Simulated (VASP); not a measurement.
# BaSb3Pd (I4mm) in VASP: single point with PBE

Aim: the single point of BaSb3Pd with PBE.

Program: VASP 6.6.1. These are calculated values, not measurements. Logs are shortened: lines on timing, memory, paths and dates and some standing lists are left out, and cuts for length are marked.

### Step 1. The cell of the first run

Symmetry: I4mm, No. 107, tetragonal system. Conventional cell: a = 4.949 Å, b = 4.949 Å, c = 11.603 Å, α = 90.00°, β = 90.00°, γ = 90.00°. Ba (site symmetry 4mm) has 13 Sb at 3.66 to 4.75 Å and 5 Pd at 3.87 to 4.15 Å and 4 Ba at 4.95 Å within 5.0 Å. Pd (site symmetry 4mm) has 5 Sb at 2.70 to 2.75 Å within 3.6 Å. Sb (site symmetry 2mm) has 2 Pd at 2.75 Å and 6 Sb at 3.12 to 3.50 Å within 3.6 Å. Within 3.7 Å of Sb (site symmetry 4mm) lie 1 Pd at 2.70 Å and 4 Sb at 3.12 Å and 4 Ba at 3.66 Å.

### Step 2. Single point, PBE

The input, POSCAR:

```
BaSb3Pd
1.0
    0.0000000000      4.9489010000      0.0000000000
    4.9489010000      0.0000000000      0.0000000000
    2.4744510000      2.4744510000     -5.8012700000
Ba Pd Sb
1 1 3
Direct
    0.0000000000      0.0000000000      0.0000000000
    0.6420000000      0.6420000000      0.7160000000
    0.7450000000      0.2450000000      0.5100000000
    0.2450000000      0.7450000000      0.5100000000
    0.4090000000      0.4090000000      0.1820000000
```

The input, INCAR.step1:

```
PREC     = Accurate       # precision mode
ENCUT    = 520            # plane-wave cutoff, eV
EDIFF    = 1E-6           # SCF threshold, eV
ISMEAR   = -1             # smearing method
SIGMA    = 0.1            # smearing width, eV
LREAL    = F              # projectors in reciprocal space
LASPH    = T              # aspherical terms in the spheres
NELM     = 80             # most SCF steps
ALGO     = Normal         # electronic algorithm
ISIF     = 2              # what is computed and relaxed
LWAVE    = F              # write WAVECAR
LCHARG   = T              # write CHGCAR
LMAXMIX  = 4              # l up to which the mixer works
GGA      = PE             # functional
NBANDS   = 26             # bands
```

The input, KPOINTS.step1:

```
Automatic mesh
0
Gamma
  8 8 8
```

The input, INCAR.step2:

```
PREC     = Accurate       # precision mode
ENCUT    = 520            # plane-wave cutoff, eV
EDIFF    = 1E-6           # SCF threshold, eV
ISMEAR   = -5             # smearing method
SIGMA    = 0.1            # smearing width, eV
LREAL    = F              # projectors in reciprocal space
LASPH    = T              # aspherical terms in the spheres
NELM     = 80             # most SCF steps
ALGO     = Normal         # electronic algorithm
ISIF     = 2              # what is computed and relaxed
LWAVE    = F              # write WAVECAR
LCHARG   = F              # write CHGCAR
LMAXMIX  = 4              # l up to which the mixer works
GGA      = PE             # functional
LORBIT   = 11             # projections on sites
NBANDS   = 26             # bands
NEDOS    = 2001           # points of the DOS
ICHARG   = 11             # starting density
```

The input, KPOINTS.step2:

```
Automatic mesh
0
Gamma
  12 12 12
```

Potentials or basis: VASP PAW PBE potentials, release 64 (Ba_sv, Pd, Sb).

Launch:

```
cat potpaw_PBE.64/Ba_sv/POTCAR potpaw_PBE.64/Pd/POTCAR potpaw_PBE.64/Sb/POTCAR > POTCAR
cp INCAR.step1 INCAR
cp KPOINTS.step1 KPOINTS
mpirun -np 1 vasp_std > vasp.out
cp INCAR.step2 INCAR
cp KPOINTS.step2 KPOINTS
mpirun -np 1 vasp_std > vasp.out
```

OUTCAR:

```text
PREC = Accurate
   ENCUT = 520
   EDIFF = 1E-6
   ISMEAR = -5
   LREAL = F
   LASPH = T
   NELM = 80
   ISIF = 2
   GGA = PE
   LORBIT = 11
   ICHARG = 11

 ion  position               nearest neighbor table
   1  0.000  0.000  0.000-   5 3.66   5 3.66   5 3.66   5 3.66   3 3.77   4 3.77   3 3.77   4 3.77
                             3 3.86   4 3.86   3 3.86   4 3.86   2 3.87   2 3.87   2 3.87   2 3.87
   2  0.642  0.642  0.716-   5 2.70   3 2.75   4 2.75   4 2.75   3 2.75   1 3.87   1 3.87   1 3.87
                             1 3.87
   3  0.745  0.245  0.510-   2 2.75   2 2.75   5 3.12   5 3.12   4 3.50   4 3.50   4 3.50   4 3.50
                             1 3.77   1 3.77   1 3.86   1 3.86
   4  0.245  0.745  0.510-   2 2.75   2 2.75   5 3.12   5 3.12   3 3.50   3 3.50   3 3.50   3 3.50
                             1 3.77   1 3.77   1 3.86   1 3.86
   5  0.409  0.409  0.182-   2 2.70   4 3.12   3 3.12   3 3.12   4 3.12   1 3.66   1 3.66   1 3.66
                             1 3.66

  LATTYP: Found a body centered tetragonal cell.
 ALAT       =     4.9489010000
 C/A-ratio  =     2.3444679940

  Lattice vectors:

 A1 = (  -2.4744510000,   2.4744500000,   5.8012700000)
 A2 = (   2.4744500000,  -2.4744510000,   5.8012700000)
 A3 = (   2.4744510000,   2.4744510000,  -5.8012700000)

Analysis of symmetry for initial positions (statically):
=====================================================================
 Subroutine PRICEL returns:
 Original cell was already a primitive cell.

 Routine SETGRP: Setting up the symmetry group for a
 body centered tetragonal supercell.

 Subroutine GETGRP returns: Found  8 space group operations
 (whereof  8 operations were pure point group operations)
 out of a pool of 16 trial point group operations.

The static configuration has the point symmetry C_4v.

Analysis of symmetry for dynamics (positions and initial velocities):
=====================================================================
 Subroutine PRICEL returns:
 Original cell was already a primitive cell.

 Routine SETGRP: Setting up the symmetry group for a
 body centered tetragonal supercell.

 Subroutine GETGRP returns: Found  8 space group operations
 (whereof  8 operations were pure point group operations)
 out of a pool of 16 trial point group operations.

The dynamic configuration has the point symmetry C_4v.

 Subroutine INISYM returns: Found  8 space group operations
 (whereof  8 operations are pure point group operations),
 and found     1 'primitive' translations

----------------------------------------------------------------------------------------

                                     Primitive cell

  volume of cell :     142.0825

  direct lattice vectors                    reciprocal lattice vectors
     0.000000000  4.948901000  0.000000000     0.000000000  0.202065065  0.086188042
     4.948901000  0.000000000  0.000000000     0.202065065  0.000000000  0.086188042
     2.474451000  2.474451000 -5.801270000     0.000000000  0.000000000 -0.172376049

  length of vectors
     4.948901000  4.948901000  6.774994400     0.219678558  0.219678558  0.172376049

  position of ions in fractional coordinates (direct lattice)
     0.000000000  0.000000000  0.000000000
     0.642000000  0.642000000  0.716000000
     0.745000000  0.245000000  0.510000000
     0.245000000  0.745000000  0.510000000
     0.409000000  0.409000000  0.182000000

  ion indices of the primitive-cell ions
   primitive index   ion index
                 1           1
                 2           2
                 3           3
                 4           4
                 5           5

----------------------------------------------------------------------------------------

 KPOINTS: Automatic mesh

Automatic generation of k-mesh.
 Grid dimensions read from file:
 generate k-points for:   12   12   12

 Generating k-lattice:

  Cartesian coordinates                     Fractional coordinates (reciprocal lattice)
     0.000000000  0.016838755  0.007182337     0.083333333  0.000000000  0.000000000
     0.016838755  0.000000000  0.007182337     0.000000000  0.083333333  0.000000000
     0.000000000  0.000000000 -0.014364671     0.000000000  0.000000000  0.083333333

  Length of vectors
     0.018306547  0.018306547  0.014364671

  Shift w.r.t. Gamma in fractional coordinates (k-lattice)
     0.000000000  0.000000000  0.000000000

 TETIRR: Found   4878 inequivalent tetrahedra from    10368

 Subroutine IBZKPT returns following result:
 ===========================================

 Found    163 irreducible k-points:

 Following reciprocal coordinates:
            Coordinates               Weight
  0.000000  0.000000  0.000000      1.000000
  0.083333  0.000000  0.000000      8.000000
  0.166667  0.000000  0.000000      8.000000
  0.250000  0.000000  0.000000      8.000000
  0.333333  0.000000  0.000000      8.000000
  0.416667  0.000000  0.000000      8.000000
[... 16 lines left out ...]
  0.500000  0.166667  0.000000     16.000000
 -0.416667  0.166667 -0.000000     16.000000
 [... further k-points ...]
   k-points           NKPTS =    163   k-points in BZ     NKDIM =    163   number of bands    NBANDS=     26
   number of dos      NEDOS =   2001   number of ions     NIONS =      5
   total plane-waves  NPLWV =  80000
   dimension x,y,z NGX =    40 NGY =   40 NGZ =   50
   dimension x,y,z NGXF=    80 NGYF=   80 NGZF=  100
   ions per type =               1   1   3
   NGX,Y,Z   is equivalent  to a cutoff of  13.44, 13.44, 12.27 a.u.
   NGXF,Y,Z  is equivalent  to a cutoff of  26.87, 26.87, 24.54 a.u.
 SYSTEM =  unknown system
   PREC   = accura    normal or accurate (medium, high low for compatibility)
   ISTART =      0    job   : 0-new  1-cont  2-samecut
   ICHARG =     11    charge: 1-file 2-atom 10-const
   ISPIN  =      1    spin polarized calculation?
   LNONCOLLINEAR =      F non collinear calculations
   LSORBIT =      F    spin-orbit coupling
   LASPH  =      T    aspherical Exc in radial PAW
   ENCUT  =  520.0 eV  38.22 Ry    6.18 a.u.   9.20  9.20 12.60*2*pi/ulx,y,z
   NELM   =     80;   NELMIN=  2; NELMDL=  0     # of ELM steps
   EDIFF  = 0.1E-05   stopping-criterion for ELM
   LREAL  =      F    real-space projection
   EDIFFG = 0.1E-04   stopping-criterion for IOM
   NSW    =      0    number of steps for IOM
   IBRION =     -1    ionic relax: 0-MD 1-quasi-New 2-CG
   NFREE  =      0    steps in history (QN), initial steepest desc. (CG)
   ISIF   =      2    stress and relaxation
   ISYM   =      2    0-nonsym 1-usesym 2-fastsym
   POTIM  = 0.5000    time-step for ionic-motion
   TEBEG  =    0.0;   TEEND  =   0.0 temperature during run
   PSTRESS=    0.0 pullay stress
   NELECT =      35.0000    total number of electrons
   NUPDOWN=      -1.0000    fix difference up-down
   EMIN   =  10.00;   EMAX   =-10.00  energy-range for DOS
   EFERMI =   0.00;   METHOD = LEGACY
   ISMEAR =    -5;   SIGMA  =   0.10  broadening in eV -4-tet -1-fermi 0-gaus
   EFERMI_NEDOS =   21; number of points for ismear=-14 and -15
   IALGO  =     38    algorithm
   IMIX   =      4    mixing-type and parameters
     AMIX     =   0.40;   BMIX     =  1.00
     AMIX_MAG =   1.60;   BMIX_MAG =  1.00
  volume/ion in A,a.u.               =      28.42       191.76
  Fermi-wavevector in a.u.,A,eV,Ry     =   1.026244  1.939320 14.329340  1.053177
  Thomas-Fermi vector in A             =   2.160127
   LORBIT       =     11    0 simple, 1 ext, 2 COOP (PROOUT), +10 PAW based schemes
   GGA     = PE    functional components
   LHFCALC =     F    Hartree Fock is set to
   AEXX    =    0.0000 exact exchange contribution
   IVDW    =     0    specifies the selected vdW correction
   LEPSILON=     F    determine dielectric tensor
   LRPA    =     F    only Hartree local field effects (RPA)
 non-spin polarized calculation
 Fermi weights with tetrahedron method with Bloechl corrections
  energy-cutoff  :      520.00
  volume of cell :      142.08
 maximum number of plane-waves:      3850
 NGX is ok and might be reduce to    40

 number of electron      34.9999999 magnetization

 Free energy of the ion-electron system (eV)
  ---------------------------------------------------
  ext. energy  EPLUGINS =         0.00000000
  ---------------------------------------------------
  free energy    TOTEN  =       -22.11364429 eV

  energy without entropy =      -22.11364429  energy(sigma->0) =      -22.11364429

 E-fermi :   6.8589     XC(G=0):  -9.8776

 val. band max:        7.0213205307   @ k =   0.0000   0.0000   0.5000
 cond. band min:       6.7900578758   @ k =   0.0000   0.0000   0.1667
 fundamental gap:     -0.2312626549
 Fermi energy:         6.8589170855

 k-point     1 :       0.0000    0.0000    0.0000
  band No.  band energies     occupation
      1     -21.5447      2.00000
      2      -6.8483      2.00000
      3      -6.7485      2.00000
      4      -6.7485      2.00000
      5      -5.0157      2.00000
      6      -1.5562      2.00000
[... 18 lines left out ...]
     25      10.7096      0.00000
     26      10.8386      0.00000

 k-point     2 :       0.0833    0.0000    0.0000
  band No.  band energies     occupation
      1     -21.5444      2.00000
      2      -6.8503      2.00000
      3      -6.7658      2.00000
      4      -6.7474      2.00000
      5      -4.9588      2.00000
      6      -1.5915      2.00000
[... 18 lines left out ...]
     25      10.6251      0.00000
[... 608 lines left out ...]
     25      11.0316      0.00000
     26      11.7644      0.00000

 k-point    24 :      -0.4167    0.1667   -0.0000
  band No.  band energies     occupation
      1     -21.5393      2.00000
      2      -6.9423      2.00000
      3      -6.8296      2.00000
      4      -6.7709      2.00000
      5      -3.8994      2.00000
      6      -2.8473      2.00000
[... 18 lines left out ...]
     25      10.9216      0.00000
     26      11.5998      0.00000

 [... further k-points ...]

------------------------ aborting loop because EDIFF is reached ----------------------------------------

  FORCE on cell =-STRESS in cart. coord.  units (eV):
  Direction    XX          YY          ZZ          XY          YZ          ZX
  --------------------------------------------------------------------------------------
  -------------------------------------------------------------------------------------
  Total        2.2819052      2.2819052      0.2163029      0.0000000     -0.0000000     -0.0000000
  in kB       25.7316458     25.7316458      2.4391148      0.0000000     -0.0000002     -0.0000002
  external PRESSURE =      17.9674688 kB  Pullay stress =       0.0000000 kB

 VOLUME and BASIS-vectors are now :
 -----------------------------------------------------------------------------
  energy-cutoff  :      520.00
  volume of cell :      142.08
      direct lattice vectors                 reciprocal lattice vectors
     0.000000000  4.948901000  0.000000000     0.000000000  0.202065065  0.086188042
     4.948901000  0.000000000  0.000000000     0.202065065  0.000000000  0.086188042
     2.474451000  2.474451000 -5.801270000     0.000000000  0.000000000 -0.172376049

 POSITION                                       TOTAL-FORCE (eV/Angst)
 -----------------------------------------------------------------------------------
      0.00000      0.00000      0.00000         0.000000      0.000000     -0.293573
      4.94890      4.94890     -4.15371        -0.000000     -0.000000      0.172516
      2.47445      4.94890     -2.95865         0.000000      0.000000     -0.051632
      4.94890      2.47445     -2.95865         0.000000      0.000000     -0.051632
      2.47445      2.47445     -1.05583        -0.000000     -0.000000      0.224321
 -----------------------------------------------------------------------------------
    total drift:                               -0.000006     -0.000006      0.000007

  FREE ENERGIE OF THE ION-ELECTRON SYSTEM (eV)
  ---------------------------------------------------
  free  energy   TOTEN  =       -22.1136442890 eV

  energy  without entropy=      -22.1136442890  energy(sigma->0) =      -22.11364429

 total charge

# of ion       s       p       d       tot
------------------------------------------
    1        2.009   5.586   0.310   7.905
    2        0.456   0.453   8.580   9.489
    3        1.216   1.133   0.042   2.391
    4        1.216   1.133   0.042   2.391
    5        1.175   1.211   0.039   2.425
--------------------------------------------------
tot          6.074   9.515   9.012  24.600
```

Run time: 4.4 min. Hardware: 1 thread of Intel Xeon 6975P-C (Granite Rapids), shared host; peak memory 0.73 GiB.

What came out:

```yaml
Valence_electrons_inside_the_program's_atomic_spheres: Ba 7.91; Pd 9.49; Sb 2.39, 2.42 (each value once)
```

Levels at points of the mesh, in eV from the Fermi level:
```tsv
k point	band 16	band 17	band 18	band 19	band 20	band 21
(0.00, 0.00, 0.00)	-0.93	-0.93	-0.48	0.09	2.12	2.12
(0.50, 0.00, 0.00)	-1.55	-1.02	-0.62	0.06	0.55	1.81
(0.50, 0.50, 0.00)	-2.59	0.24	0.77	1.54	2.30	2.58
(0.00, 0.00, 0.50)	-0.38	0.16	0.16	0.47	1.11	1.20
```

Caveat: spin-orbit coupling is left out, which moves the levels of the heavy elements; tetrahedron occupations give inexact forces and stress in metals.
